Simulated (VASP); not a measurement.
# CdS (Hawleyite) (F-43m) in VASP: a series of runs

The runs below take CdS (Hawleyite) through relaxation of cell and atoms, with revPBE+D3(BJ), PBE, r2SCAN.

Program: VASP 6.6.1. These are calculated values, not measurements. Logs are shortened: lines on timing, memory, paths and dates and some standing lists are left out, and cuts for length are marked.

## 1. The cell of the first run

The structure is cubic, space group F-43m (No. 216). Conventional cell: a = 5.833 Å, b = 5.833 Å, c = 5.833 Å, α = 90.00°, β = 90.00°, γ = 90.00°. Cd (site symmetry -43m) has 4 S at 2.53 Å within 3.3 Å. Within 3.3 Å of S (site symmetry -43m) lie 4 Cd at 2.53 Å.

## 2. Relaxation of cell and atoms, revPBE+D3(BJ)

The input, INCAR:

```
SYSTEM = CdS
ALGO = Normal ; EDIFF = 1E-6
EDIFFG = -0.005 ; ENCUT = 600
GGA = RE ; IBRION = 2
ISIF = 3 ; ISMEAR = 1
IVDW = 12 ; LASPH = .True.
LCHARG = .False. ; LREAL = .False.
LWAVE = .False. ; NELM = 100
NSW = 80 ; PREC = Accurate
SIGMA = 0.1
```

The input, KPOINTS:

```
k-points
0
Gamma
  6 6 6
  0 0 0
```

The input, POSCAR:

```
CdS
1.0
    4.1245540000      0.0000000000      0.0000000000
    2.0622770000      3.5719685433      0.0000000000
    2.0622770000      1.1906561811      3.3676842389
Cd S
1 1
Direct
    0.0000000000      0.0000000000      0.0000000000
    0.2500000000      0.2500000000      0.2500000000
```

Potentials or basis: VASP PAW PBE potentials, release 64 (Cd, S).

Command:

```console
$ cat potpaw_PBE.64/Cd/POTCAR potpaw_PBE.64/S/POTCAR > POTCAR
$ mpirun -np 1 vasp_std > vasp.out
```

OUTCAR:

```text
SYSTEM = CdS
   EDIFF = 1E-6
   EDIFFG = -0.005
   ENCUT = 600
   GGA = RE
   IBRION = 2
   ISIF = 3
   ISMEAR = 1
   IVDW = 12
   LASPH = .True.
   LREAL = .False.
   NELM = 100
   NSW = 80
   PREC = Accurate
 IVDW          = 12

 ion  position               nearest neighbor table
   1  0.000  0.000  0.000-   2 2.53   2 2.53   2 2.53   2 2.53
   2  0.250  0.250  0.250-   1 2.53   1 2.53   1 2.53   1 2.53

  LATTYP: Found a face centered cubic cell.
 ALAT       =     5.8330002056

  Lattice vectors:

 A1 = (   4.1245540000,   0.0000000000,   0.0000000000)
 A2 = (   2.0622770000,   3.5719685433,   0.0000000000)
 A3 = (   2.0622770000,   1.1906561811,   3.3676842389)

Analysis of symmetry for initial positions (statically):
=====================================================================
 Subroutine PRICEL returns:
 Original cell was already a primitive cell.

 Routine SETGRP: Setting up the symmetry group for a
 face centered cubic supercell.

 Subroutine GETGRP returns: Found 24 space group operations
 (whereof 24 operations were pure point group operations)
 out of a pool of 48 trial point group operations.

The static configuration has the point symmetry T_d .

Analysis of symmetry for dynamics (positions and initial velocities):
=====================================================================
 Subroutine PRICEL returns:
 Original cell was already a primitive cell.

 Routine SETGRP: Setting up the symmetry group for a
 face centered cubic supercell.

 Subroutine GETGRP returns: Found 24 space group operations
 (whereof 24 operations were pure point group operations)
 out of a pool of 48 trial point group operations.

The dynamic configuration has the point symmetry T_d .

 Subroutine INISYM returns: Found 24 space group operations
 (whereof 24 operations are pure point group operations),
 and found     1 'primitive' translations

----------------------------------------------------------------------------------------

                                     Primitive cell

  volume of cell :      49.6153

  direct lattice vectors                    reciprocal lattice vectors
     4.124554000  0.000000000  0.000000000     0.242450456 -0.139978836 -0.098979984
     2.062277000  3.571968543  0.000000000     0.000000000  0.279957673 -0.098979984
     2.062277000  1.190656181  3.367684239     0.000000000  0.000000000  0.296939953

  length of vectors
     4.124554000  4.124554000  4.124554000     0.296939953  0.296939953  0.296939953

  position of ions in fractional coordinates (direct lattice)
     0.000000000  0.000000000  0.000000000
     0.250000000  0.250000000  0.250000000

[... 50 lines left out ...]
   number of dos      NEDOS =    301   number of ions     NIONS =      2
   total plane-waves  NPLWV =  46656
   dimension x,y,z NGX =    36 NGY =   36 NGZ =   36
   dimension x,y,z NGXF=    72 NGYF=   72 NGZF=   72
   ions per type =               1   1
   NGX,Y,Z   is equivalent  to a cutoff of  14.51, 14.51, 14.51 a.u.
   NGXF,Y,Z  is equivalent  to a cutoff of  29.02, 29.02, 29.02 a.u.
 SYSTEM =  CdS
   PREC   = accura    normal or accurate (medium, high low for compatibility)
   ISTART =      0    job   : 0-new  1-cont  2-samecut
   ICHARG =      2    charge: 1-file 2-atom 10-const
   ISPIN  =      1    spin polarized calculation?
   LNONCOLLINEAR =      F non collinear calculations
   LSORBIT =      F    spin-orbit coupling
   LASPH  =      T    aspherical Exc in radial PAW
   ENCUT  =  600.0 eV  44.10 Ry    6.64 a.u.   8.24  8.24  8.24*2*pi/ulx,y,z
   NELM   =    100;   NELMIN=  2; NELMDL= -5     # of ELM steps
   EDIFF  = 0.1E-05   stopping-criterion for ELM
   LREAL  =      F    real-space projection
   EDIFFG = -.5E-02   stopping-criterion for IOM
   NSW    =     80    number of steps for IOM
   IBRION =      2    ionic relax: 0-MD 1-quasi-New 2-CG
   NFREE  =      1    steps in history (QN), initial steepest desc. (CG)
   ISIF   =      3    stress and relaxation
   ISYM   =      2    0-nonsym 1-usesym 2-fastsym
   POTIM  = 0.5000    time-step for ionic-motion
   TEBEG  =    0.0;   TEEND  =   0.0 temperature during run
   PSTRESS=    0.0 pullay stress
   NELECT =      18.0000    total number of electrons
   NUPDOWN=      -1.0000    fix difference up-down
   EMIN   =  10.00;   EMAX   =-10.00  energy-range for DOS
   EFERMI =   0.00;   METHOD = LEGACY
   ISMEAR =     1;   SIGMA  =   0.10  broadening in eV -4-tet -1-fermi 0-gaus
   EFERMI_NEDOS =   21; number of points for ismear=-14 and -15
   IALGO  =     38    algorithm
   IMIX   =      4    mixing-type and parameters
     AMIX     =   0.40;   BMIX     =  1.00
     AMIX_MAG =   1.60;   BMIX_MAG =  1.00
  volume/ion in A,a.u.               =      24.81       167.41
  Fermi-wavevector in a.u.,A,eV,Ry     =   1.167599  2.206442 18.548648  1.363287
  Thomas-Fermi vector in A             =   2.304097
   LORBIT       =      0    0 simple, 1 ext, 2 COOP (PROOUT), +10 PAW based schemes
   GGA     = RE    functional components
   LHFCALC =     F    Hartree Fock is set to
   AEXX    =    0.0000 exact exchange contribution
   IVDW    =    12    specifies the selected vdW correction
   LEPSILON=     F    determine dielectric tensor
   LRPA    =     F    only Hartree local field effects (RPA)
 conjugate gradient relaxation of ions
 non-spin polarized calculation
 Methfessel and Paxton  Order N= 1 SIGMA  =   0.10
  energy-cutoff  :      600.00
  volume of cell :       49.62
 maximum number of plane-waves:      1676
 NGX is ok and might be reduce to    36
   NGX = 17   NGY = 17   NGZ = 17

--------------------------------------- Ionic step        1  -------------------------------------------

 number of electron      17.9999999 magnetization

 Free energy of the ion-electron system (eV)
  ---------------------------------------------------
  ext. energy  EPLUGINS =         0.00000000
  ---------------------------------------------------
  free energy    TOTEN  =        -5.53008537 eV

  energy without entropy =       -5.53017205  energy(sigma->0) =       -5.53011427

------------------------ aborting loop because EDIFF is reached ----------------------------------------

 Edisp (eV)   -1.18189

 E8    (eV) :    -0.8010
[... 71 lines left out ...]
--------------------------------------- Ionic step        3  -------------------------------------------

 number of electron      17.9999999 magnetization

 Free energy of the ion-electron system (eV)
  ---------------------------------------------------
  ext. energy  EPLUGINS =         0.00000000
  ---------------------------------------------------
  free energy    TOTEN  =        -5.53910631 eV

  energy without entropy =       -5.53919382  energy(sigma->0) =       -5.53913548

 E-fermi :   1.4337     XC(G=0):  -8.9339

 val. band max:        1.3500469484   @ k =   0.0000   0.0000   0.0000
 cond. band min:       2.6218068041   @ k =   0.0000   0.0000   0.0000
 fundamental gap:      1.2717598557
 Fermi energy:         1.4337168115

 k-point     1 :       0.0000    0.0000    0.0000
  band No.  band energies     occupation
      1     -10.9624      2.00000
      2      -6.3570      2.00000
      3      -6.3570      2.00000
      4      -6.3570      2.00000
      5      -5.8884      2.00000
      6      -5.8884      2.00000
      7       1.3500      1.99770
      8       1.3500      1.99770
      9       1.3500      1.99770
     10       2.6218     -0.00000
     11       7.9545      0.00000
     12       7.9545      0.00000
     13       7.9545      0.00000
[... 271 lines left out ...]
  FREE ENERGIE OF THE ION-ELECTRON SYSTEM (eV)
  ---------------------------------------------------
  free  energy   TOTEN  =        -6.7123480893 eV

  energy  without entropy=       -6.7124355958  energy(sigma->0) =       -6.71237726

 reached required accuracy - stopping structural energy minimisation
```

OSZICAR:

```text
N       E                     dE             d eps       ncg     rms          rms(c)
DAV:   1     0.116023657640E+03    0.11602E+03   -0.99442E+03   424   0.142E+03
DAV:   2    -0.926321195287E+00   -0.11695E+03   -0.11263E+03   496   0.305E+02
DAV:   3    -0.602873687365E+01   -0.51024E+01   -0.50879E+01   486   0.661E+01
[... 22 lines left out ...]
DAV:   2    -0.553918220428E+01    0.72289E-03   -0.17439E-03   456   0.698E-01    0.775E-02
DAV:   3    -0.553910628738E+01    0.75917E-04   -0.21691E-04   436   0.180E-01    0.652E-02
DAV:   4    -0.553910469458E+01    0.15928E-05   -0.12634E-05   436   0.407E-02    0.162E-02
DAV:   5    -0.553910594474E+01   -0.12502E-05   -0.28344E-06   401   0.269E-02    0.515E-03
DAV:   6    -0.553910631457E+01   -0.36983E-06   -0.43146E-07   218   0.925E-03
   3 F= -.67123481E+01 E0= -.67123773E+01  d E =-.371154E-03
```

CONTCAR:

```text
CdS
   1.00000000000000
     4.1332705068975741    0.0000000000000000   -0.0000000000000000
     2.0666352534487871    3.5795172597056841    0.0000000000000000
     2.0666352534487871    1.1931724199018947    3.3748012369798079
  Cd              S
     1     1
Direct
     0.0000000000000000    0.0000000000000000    0.0000000000000000
     0.2500000000000000    0.2500000000000000    0.2500000000000000

  0.00000000E+00  0.00000000E+00  0.00000000E+00
  0.00000000E+00  0.00000000E+00  0.00000000E+00
```

Run time: 25 s. Hardware: 1 thread of Intel Xeon Platinum 8259CL at 2.50GHz (Skylake/Cascade Lake), shared host; peak memory 0.22 GiB.

Results:

```
Free energy                            : -6.7123 eV
Relaxed volume                         : 24.97 Å³/atom
Relaxed cell                           : a = 4.133 Å, b = 4.133 Å, c = 4.133 Å, α = 60.00°, β = 60.00°, γ = 60.00°
Space group after relaxing (to 0.05 Å) : F-43m (No. 216)
Energy gained by relaxing              : 0.2 meV/atom
Ionic steps                            : 3
Pressure after relaxing                : 0.0 GPa
Band gap on the k mesh                 : 1.27 eV, direct
Dispersion energy per atom             : -0.587 eV
```

Step by step:
```csv
step,energy change (eV),largest force (eV/Å),pressure (GPa),volume (Å³)
1,0.0000,0.0000,0.38,49.62
2,-0.0003,0.0000,-0.12,50.04
3,-0.0004,0.0000,0.00,49.93
```

Final structure:
```
Cd S
1.0
     4.13327    0.00000    0.00000
     2.06664    3.57952    0.00000
     2.06664    1.19317    3.37480
Cd S
1 1
Direct
  0.00000 0.00000 0.00000
  0.25000 0.25000 0.25000
```

Caveat: the PAW data sets were made with another functional, which shifts forces and pressure a little. Zero-point motion and thermal expansion aren't in these numbers.

## 3. Relaxation of cell and atoms, PBE

The input, INCAR:

```
PREC = Accurate ; ENCUT = 600
EDIFF = 1E-6 ; ISMEAR = 1
SIGMA = 0.1 ; LREAL = False
LASPH = True ; NELM = 100
ALGO = Normal ; ISIF = 3
LWAVE = False ; LCHARG = False
GGA = PE ; IBRION = 2
NSW = 80 ; EDIFFG = -0.005
```

The input, KPOINTS:

```
Automatic mesh
0
Gamma
  6 6 6
```

POSCAR is that of step 2.

Potentials or basis: VASP PAW PBE potentials, release 64 (Cd, S).

Command:

```console
$ cat potpaw_PBE.64/Cd/POTCAR potpaw_PBE.64/S/POTCAR > POTCAR
$ mpirun -np 1 vasp_std > vasp.out
```

Wall time 38 s (1 thread of Intel Xeon Platinum 8259CL at 2.50GHz (Skylake/Cascade Lake), shared host); peak memory 0.21 GiB.

It converged, with:

* Free energy: -6.1443 eV
* Relaxed volume: 26.14 Å³/atom
* Relaxed cell: a = 4.197 Å, b = 4.197 Å, c = 4.197 Å, α = 60.00°, β = 60.00°, γ = 60.00°
* Space group after relaxing (to 0.05 Å): F-43m (No. 216)
* Energy gained by relaxing: 12.7 meV/atom
* Ionic steps: 5
* Pressure after relaxing: 0.0 GPa
* Band gap on the k mesh: 1.03 eV, direct

The path:
| step | energy change (eV) | largest force (eV/Å) | pressure (GPa) | volume (Å³) |
| --- | --- | --- | --- | --- |
| 1 | 0.0000 | 0.0000 | 3.19 | 49.62 |
| 2 | -0.0227 | 0.0000 | -0.91 | 53.24 |
| 3 | -0.0254 | 0.0000 | 0.03 | 52.30 |
| 4 | -0.0254 | 0.0000 | -0.05 | 52.35 |
| 5 | -0.0254 | 0.0000 | -0.01 | 52.29 |

Final structure:
```cif
data_structure
_symmetry_space_group_name_H-M 'P 1'
_symmetry_Int_Tables_number 1
_cell_length_a 4.1973
_cell_length_b 4.1973
_cell_length_c 4.1973
_cell_angle_alpha 60.000
_cell_angle_beta 60.000
_cell_angle_gamma 60.000
_cell_volume 52.29
loop_
_atom_site_label
_atom_site_type_symbol
_atom_site_fract_x
_atom_site_fract_y
_atom_site_fract_z
_atom_site_occupancy
Cd1 Cd 0.00000 0.00000 0.00000 1
S1 S 0.25000 0.25000 0.25000 1
```

Levels at points of the mesh, in eV from the valence-band top:
| k point | band 6 | band 7 | band 8 | band 9 | band 10 | band 11 | band 12 | band 13 |
| --- | --- | --- | --- | --- | --- | --- | --- | --- |
| (0.00, 0.00, 0.00) | -7.14 | 0.00 | 0.00 | 0.00 | 1.03 | 6.55 | 6.55 | 6.55 |
| (0.50, 0.00, 0.00) | -6.81 | -4.09 | -0.68 | -0.68 | 2.93 | 7.00 | 7.00 | 7.32 |
| (0.50, 0.50, 0.00) | -6.75 | -3.73 | -1.70 | -1.70 | 3.64 | 4.27 | 9.02 | 10.46 |

## 4. Relaxation of cell and atoms, r2SCAN

POSCAR is that of step 3.

The input, INCAR.step1:

```
SYSTEM = CdS
ALGO = Normal
EDIFF = 1E-4
ENCUT = 600
GGA = PE
ISMEAR = 1
LASPH = .True.
LCHARG = .False.
LREAL = .False.
LWAVE = .True.
NELM = 100
PREC = Accurate
SIGMA = 0.1
```

The input, INCAR.step2:

```
SYSTEM = CdS
ALGO = Normal
EDIFF = 1E-6
EDIFFG = -0.005
ENCUT = 600
IBRION = 2
ISIF = 3
ISMEAR = 1
ISTART = 1
LASPH = .True.
LCHARG = .False.
LMIXTAU = .True.
LREAL = .False.
LWAVE = .False.
METAGGA = R2SCAN
NELM = 100
NSW = 80
PREC = Accurate
SIGMA = 0.1
```

The input, KPOINTS:

```
k-points
0
Gamma
  6 6 6
  0 0 0
```

Command:

```console
$ cat potpaw_PBE.64/Cd/POTCAR potpaw_PBE.64/S/POTCAR > POTCAR
$ cp INCAR.step1 INCAR
$ mpirun -np 1 vasp_std > vasp.out
$ cp INCAR.step2 INCAR
$ mpirun -np 1 vasp_std > vasp.out
```

Run time: 2.2 min. Hardware: 1 thread of Intel Xeon Platinum 8259CL at 2.50GHz (Skylake/Cascade Lake), shared host; peak memory 0.23 GiB.

It converged, with:

```yaml
Free_energy: -29.6842 eV
Relaxed_volume: 25.50 Å³/atom
Relaxed_cell: a = 4.162 Å, b = 4.162 Å, c = 4.162 Å, α = 60.00°, β = 60.00°, γ = 60.00°
Space_group_after_relaxing_to_0.05_Å: F-43m (No. 216)
Energy_gained_by_relaxing: 3.7 meV/atom
Ionic_steps: 3
Pressure_after_relaxing: 0.0 GPa
Band_gap_on_the_k_mesh: 1.53 eV, direct
```

Step by step:
| step | energy change (eV) | largest force (eV/Å) | pressure (GPa) | volume (Å³) |
| --- | --- | --- | --- | --- |
| 1 | 0.0000 | 0.0000 | 1.77 | 49.62 |
| 2 | -0.0060 | 0.0000 | -0.70 | 51.61 |
| 3 | -0.0074 | 0.0000 | 0.00 | 50.99 |

Final structure:
```
Cd S
1.0
     4.16237    0.00000    0.00000
     2.08119    3.60472    0.00000
     2.08119    1.20157    3.39856
Cd S
1 1
Direct
  0.00000 0.00000 0.00000
  0.25000 0.25000 0.25000
```

Levels at points of the mesh, in eV from the valence-band top:
| k point | band 7 | band 8 | band 9 | band 10 | band 11 | band 12 |
| --- | --- | --- | --- | --- | --- | --- |
| (0.00, 0.00, 0.00) | 0.00 | 0.00 | 0.00 | 1.53 | 7.08 | 7.08 |
| (0.50, 0.00, 0.00) | -4.30 | -0.73 | -0.73 | 3.43 | 7.48 | 7.48 |
| (0.50, 0.50, 0.00) | -3.86 | -1.83 | -1.83 | 3.88 | 4.72 | 9.67 |

Caveat: the PAW data sets were made with another functional, which shifts forces and pressure a little. Zero-point motion and thermal expansion aren't in these numbers.

## 5. Summary

```csv
level,gap on the mesh (eV),pressure (GPa),relaxed volume (Å³/atom)
revPBE+D3(BJ),1.27,0.0,24.97
PBE,1.03,0.0,26.14
r2SCAN,1.53,0.0,25.50
```

Alike in all rows: task relaxation of cell and atoms; potentials or basis VASP PAW PBE potentials, release 64 (Cd, S); no spin polarisation; cell relaxed; k mesh 6 × 6 × 6; cutoff (eV) 600; smearing methfessel-paxton 0.1 eV.

Caveats: the PAW data sets were made with another functional, which shifts forces and pressure a little (some runs).

Absolute energies hang on the potentials; compare differences alone.
